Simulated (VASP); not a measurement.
Crystal: CdI2.

```
Cd I
1.0
     4.29176    0.00000    0.00000
    -2.14588    3.71678    0.00000
     0.00000    0.00000    7.63579
Cd I
1 2
Cartesian
  0.0000 0.0000 0.0000
  0.0000 2.4779 1.7087
  2.1459 1.2389 5.9271
```

* Program: VASP 6.6.1
* Task: relaxation of shape and atoms at fixed volume
* Functional: PBE
* Potentials or basis: VASP PAW PBE potentials, release 64 (Cd, I)
* Cutoff: 500 eV
* k mesh: 10 × 10 × 6
* Occupations: gaussian, width 0.05 eV
* Spin: no spin polarisation

At the start: pressure 0.8 GPa; volume 40.60 Å³/atom.

Q: How do energy, volume and symmetry change on relaxing?

A: Over 6 steps the energy falls by 2.1 meV/atom; space group P-3m1 (No. 164, to 0.1 Å) before and after.

Step by step:
```tsv
step	energy change (eV)	largest force (eV/Å)	pressure (GPa)	volume (Å³)
1	0.0000	0.1385	0.76	121.80
2	-0.0018	0.1095	0.66	121.80
3	-0.0049	0.0249	0.35	121.80
4	-0.0053	0.0156	0.21	121.80
5	-0.0061	0.0071	0.17	121.80
6	-0.0064	0.0020	0.13	121.80
```

Final structure:
```cif
data_structure
_symmetry_space_group_name_H-M 'P 1'
_symmetry_Int_Tables_number 1
_cell_length_a 4.3264
_cell_length_b 4.3264
_cell_length_c 7.5139
_cell_angle_alpha 90.000
_cell_angle_beta 90.000
_cell_angle_gamma 120.000
_cell_volume 121.80
loop_
_atom_site_label
_atom_site_type_symbol
_atom_site_fract_x
_atom_site_fract_y
_atom_site_fract_z
_atom_site_occupancy
Cd1 Cd 0.00000 0.00000 0.00000 1
I1 I 0.33333 0.66667 0.22913 1
I2 I 0.66667 0.33333 0.77087 1
```

Caveat: this functional lacks dispersion, which binds layers or chains, so the pressure and a relaxed spacing across them are unreliable.
